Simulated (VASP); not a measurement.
# Ge2H in VASP: single point with PBE+D3(BJ)

Aim: the single point of Ge2H with PBE+D3(BJ).

Everything below comes from runs of VASP 6.6.1. Logs are shortened: lines on timing, memory, paths and dates and some standing lists are left out, and cuts for length are marked.

### Step 1. The cell of the first run

The cell holds a slab with vacuum, 24 atoms: a = 8.060 Å, b = 8.060 Å, c = 23.173 Å, α = 90.00°, β = 90.00°, γ = 120.00°.

### Step 2. Single point, PBE+D3(BJ)

INCAR

```
SYSTEM = Ge2H
PREC     = Accurate       ! precision mode
ENCUT    = 520            ! plane-wave cutoff, eV
EDIFF    = 1E-6           ! SCF threshold, eV
ISMEAR   = 0              ! smearing method
SIGMA    = 0.1            ! smearing width, eV
LREAL    = Auto         
LASPH    = .True.         ! aspherical terms in the spheres
NELM     = 100            ! most SCF steps
ALGO     = Normal         ! electronic algorithm
ISIF     = 2              ! what is computed and relaxed
LWAVE    = .False.        ! write WAVECAR
LCHARG   = .True.         ! write CHGCAR
LDIPOL   = .True.       
IDIPOL   = 3            
DIPOL    = 0.5 0.5 0.499
GGA      = PE             ! functional
IVDW     = 12             ! dispersion correction
LELF     = .True.         ! ELF
LVHAR    = .True.       
LVACPOTAV= .True.       
NBANDS   = 134            ! bands
```

KPOINTS

```
Automatic mesh
0
Gamma
  3 3 1
  0 0 0
```

POSCAR

```
Ge2H
1.0
    8.0601468051      0.0000000000      0.0000000000
   -4.0300734025      6.9802918914      0.0000000000
    0.0000000000      0.0000000000     23.1731764426
Ge H
16 8
Direct
    0.6666666667      0.3333333333      0.4112513459
    0.6666666667      0.8333333333      0.4112513459
    0.1666666667      0.3333333333      0.4112513459
    0.1666666667      0.8333333333      0.4112513459
    0.5000000000      0.5000000000      0.4467508075
    0.5000000000      0.0000000000      0.4467508075
    0.0000000000      0.5000000000      0.4467508075
    0.0000000000      0.0000000000      0.4467508075
    0.0000000000      0.5000000000      0.5524081689
    0.0000000000      0.0000000000      0.5524081689
    0.5000000000      0.5000000000      0.5524081689
    0.5000000000      0.0000000000      0.5524081689
    0.8333333333      0.6666666667      0.5863592004
    0.8333333333      0.1666666667      0.5863592004
    0.3333333333      0.6666666667      0.5863592004
    0.3333333333      0.1666666667      0.5863592004
    0.6666666667      0.3333333333      0.3441908808
    0.6666666667      0.8333333333      0.3441908808
    0.1666666667      0.3333333333      0.3441908808
    0.1666666667      0.8333333333      0.3441908808
    0.8333333333      0.6666666667      0.6534831521
    0.8333333333      0.1666666667      0.6534831521
    0.3333333333      0.6666666667      0.6534831521
    0.3333333333      0.1666666667      0.6534831521
```

Potentials or basis: VASP PAW PBE potentials, release 64 (Ge_d, H).

On the command line:

```bash
> cat potpaw_PBE.64/Ge_d/POTCAR potpaw_PBE.64/H/POTCAR > POTCAR
> mpirun -np 1 vasp_std > vasp.out
```

OUTCAR:

```text
SYSTEM = Ge2H
   PREC = Accurate
   ENCUT = 520
   EDIFF = 1E-6
   ISMEAR = 0
   LREAL = Auto
   LASPH = .True.
   NELM = 100
   ISIF = 2
   GGA = PE
   IVDW = 12
 IVDW          = 12

 ion  position               nearest neighbor table
   1  0.667  0.333  0.411-  17 1.55   6 2.47   7 2.47   5 2.47
   2  0.667  0.833  0.411-  18 1.55   5 2.47   8 2.47   6 2.47
   3  0.167  0.333  0.411-  19 1.55   8 2.47   5 2.47   7 2.47
   4  0.167  0.833  0.411-  20 1.55   7 2.47   6 2.47   8 2.47
   5  0.500  0.500  0.447-  11 2.45   2 2.47   3 2.47   1 2.47
   6  0.500  0.000  0.447-  12 2.45   1 2.47   4 2.47   2 2.47
[... 8 lines left out ...]
  15  0.333  0.667  0.586-  23 1.56  12 2.46   9 2.46  11 2.46
  16  0.333  0.167  0.586-  24 1.56  11 2.46  10 2.46  12 2.46
  17  0.667  0.333  0.344-   1 1.55
[... 14 lines left out ...]
 A1 = (   8.0601468051,   0.0000000000,   0.0000000000)
 A2 = (  -4.0300734025,   6.9802918914,   0.0000000000)
 A3 = (   0.0000000000,   0.0000000000,  23.1731764426)

Analysis of symmetry for initial positions (statically):
=====================================================================
 Subroutine PRICEL returns following result:

  LATTYP: Found a hexagonal cell.
 ALAT       =     4.0300734026
 C/A-ratio  =     5.7500631199

  Lattice vectors:

 A1 = (   4.0300734026,   0.0000000000,   0.0000000000)
 A2 = (  -2.0150367013,   3.4901459457,   0.0000000000)
 A3 = (   0.0000000000,   0.0000000000,  23.1731764426)

   4 primitive cells build up your supercell.

 Routine SETGRP: Setting up the symmetry group for a
 hexagonal supercell.

 Subroutine GETGRP returns: Found  6 space group operations
 (whereof  6 operations were pure point group operations)
 out of a pool of 24 trial point group operations.

The static configuration has the point symmetry C_3v.

Analysis of symmetry for dynamics (positions and initial velocities):
=====================================================================
 Subroutine PRICEL returns following result:

  LATTYP: Found a hexagonal cell.
 ALAT       =     4.0300734026
 C/A-ratio  =     5.7500631199

  Lattice vectors:

 A1 = (   4.0300734026,   0.0000000000,   0.0000000000)
 A2 = (  -2.0150367013,   3.4901459457,   0.0000000000)
 A3 = (   0.0000000000,   0.0000000000,  23.1731764426)

   4 primitive cells build up your supercell.

 Routine SETGRP: Setting up the symmetry group for a
 hexagonal supercell.

[... 97 lines left out ...]
   ISYM   =      2    0-nonsym 1-usesym 2-fastsym
   POTIM  = 0.5000    time-step for ionic-motion
   TEBEG  =    0.0;   TEEND  =   0.0 temperature during run
   PSTRESS=    0.0 pullay stress
   NELECT =     232.0000    total number of electrons
   NUPDOWN=      -1.0000    fix difference up-down
   EMIN   =  10.00;   EMAX   =-10.00  energy-range for DOS
   EFERMI =   0.00;   METHOD = LEGACY
   ISMEAR =     0;   SIGMA  =   0.10  broadening in eV -4-tet -1-fermi 0-gaus
   EFERMI_NEDOS =   21; number of points for ismear=-14 and -15
   IALGO  =     38    algorithm
   IMIX   =      4    mixing-type and parameters
     AMIX     =   0.40;   BMIX     =  1.00
     AMIX_MAG =   1.60;   BMIX_MAG =  1.00
  volume/ion in A,a.u.               =      54.32       366.60
  Fermi-wavevector in a.u.,A,eV,Ry     =   0.920810  1.740079 11.536263  0.847891
  Thomas-Fermi vector in A             =   2.046157
   LORBIT       =      0    0 simple, 1 ext, 2 COOP (PROOUT), +10 PAW based schemes
   GGA     = PE    functional components
   LHFCALC =     F    Hartree Fock is set to
   AEXX    =    0.0000 exact exchange contribution
   IVDW    =    12    specifies the selected vdW correction
   LEPSILON=     F    determine dielectric tensor
   LRPA    =     F    only Hartree local field effects (RPA)
 non-spin polarized calculation
 Gauss-broadening in eV      SIGMA  =   0.10
  energy-cutoff  :      520.00
  volume of cell :     1303.77
 maximum number of plane-waves:     35100
 NGX is ok and might be reduce to    60
   NGX = 29   NGY = 29   NGZ = 87

 number of electron     232.0000117 magnetization

 dipolmoment           0.000000      0.000000     -0.004836 electrons x Angstroem

 Free energy of the ion-electron system (eV)
  ---------------------------------------------------
  ext. energy  EPLUGINS =         0.00000000
  ---------------------------------------------------
  free energy    TOTEN  =       -97.27353966 eV

  energy without entropy =      -97.27353952  energy(sigma->0) =      -97.27353959

 E-fermi :  -1.5210     XC(G=0):  -3.5945

 val. band max:       -1.8688422976   @ k =   0.0000   0.0000   0.0000
 cond. band min:      -1.1828677269   @ k =   0.0000   0.0000   0.0000
 fundamental gap:      0.6859745707
 Fermi energy:        -1.5209958926

 k-point     1 :       0.0000    0.0000    0.0000
  band No.  band energies     occupation
      1     -26.3577      2.00000
      2     -26.3577      2.00000
      3     -26.3577      2.00000
      4     -26.3428      2.00000
      5     -26.3428      2.00000
      6     -26.3428      2.00000
[... 382 lines left out ...]
    127       1.2974      0.00000
    128       1.2974      0.00000
 [bands above 128 left out]

------------------------ aborting loop because EDIFF is reached ----------------------------------------

 Edisp (eV)   -3.55410

 E8    (eV) :    -1.6010

  FORCE on cell =-STRESS in cart. coord.  units (eV):
  Direction    XX          YY          ZZ          XY          YZ          ZX
  --------------------------------------------------------------------------------------
  -------------------------------------------------------------------------------------
  Total      -0.71987    -0.71987    -1.31449    -0.00000     0.00000    -0.00000
  in kB      -0.88463    -0.88463    -1.61535    -0.00000     0.00000    -0.00000
  external pressure =       -1.13 kB  Pullay stress =        0.00 kB

 VOLUME and BASIS-vectors are now :
 -----------------------------------------------------------------------------
  energy-cutoff  :      520.00
  volume of cell :     1303.77
      direct lattice vectors                 reciprocal lattice vectors
     8.060146805  0.000000000  0.000000000     0.124067219  0.071630242  0.000000000
    -4.030073403  6.980291891  0.000000000     0.000000000  0.143260485  0.000000000
     0.000000000  0.000000000 23.173176443     0.000000000  0.000000000  0.043153342

 POSITION                                       TOTAL-FORCE (eV/Angst)
 -----------------------------------------------------------------------------------
      4.03007      2.32676      9.53000        -0.000000     -0.000000      0.214319
      2.01504      5.81691      9.53000        -0.000000      0.000000      0.214319
      0.00000      2.32676      9.53000         0.000000     -0.000000      0.214319
     -2.01504      5.81691      9.53000         0.000000      0.000000      0.214319
      2.01504      3.49015     10.35264         0.000000      0.000000     -0.239079
      4.03007      0.00000     10.35264         0.000000      0.000000     -0.239079
[... 16 lines left out ...]
     -0.00000      4.65353     15.14328         0.000000      0.000000     -0.027600
      2.01504      1.16338     15.14328         0.000000      0.000000     -0.027600
 -----------------------------------------------------------------------------------
    total drift:                                0.000001      0.000001     -0.000107

  FREE ENERGIE OF THE ION-ELECTRON SYSTEM (eV)
  ---------------------------------------------------
  free  energy   TOTEN  =      -100.8276403138 eV

  energy  without entropy=     -100.8276401762  energy(sigma->0) =     -100.82764024

 vacuum level on the upper side and lower side of the slab         2.644         2.659
```

It took 28 min on 1 thread of Intel Xeon Platinum 8488C (Sapphire Rapids), shared host; peak memory 1.2 GiB.

Results:

```
Free energy                : -100.8276 eV
Largest force              : 0.239 eV/Å
Band gap on the k mesh     : 0.69 eV
Dispersion energy per atom : -0.148 eV
```

Forces on the atoms (eV/Å):
```
Ge   0.000  0.000  0.214
Ge   0.000  0.000  0.214
Ge   0.000  0.000  0.214
Ge   0.000  0.000  0.214
Ge   0.000  0.000 -0.239
Ge   0.000  0.000 -0.239
Ge   0.000  0.000 -0.239
Ge   0.000  0.000 -0.239
Ge   0.000  0.000  0.002
Ge   0.000  0.000  0.002
Ge   0.000  0.000  0.002
Ge   0.000  0.000  0.002
Ge   0.000  0.000  0.027
Ge   0.000  0.000  0.027
Ge   0.000  0.000  0.027
Ge   0.000  0.000  0.027
H    0.000  0.000  0.023
H    0.000  0.000  0.023
H    0.000  0.000  0.023
H    0.000  0.000  0.023
H    0.000  0.000 -0.028
H    0.000  0.000 -0.028
H    0.000  0.000 -0.028
H    0.000  0.000 -0.028
```

Levels at points of the mesh, in eV from the valence-band top:
| k point | band 114 | band 115 | band 116 | band 117 | band 118 | band 119 |
| --- | --- | --- | --- | --- | --- | --- |
| (0.00, 0.00, 0.00) | -0.74 | 0.00 | 0.00 | 0.69 | 0.95 | 1.43 |
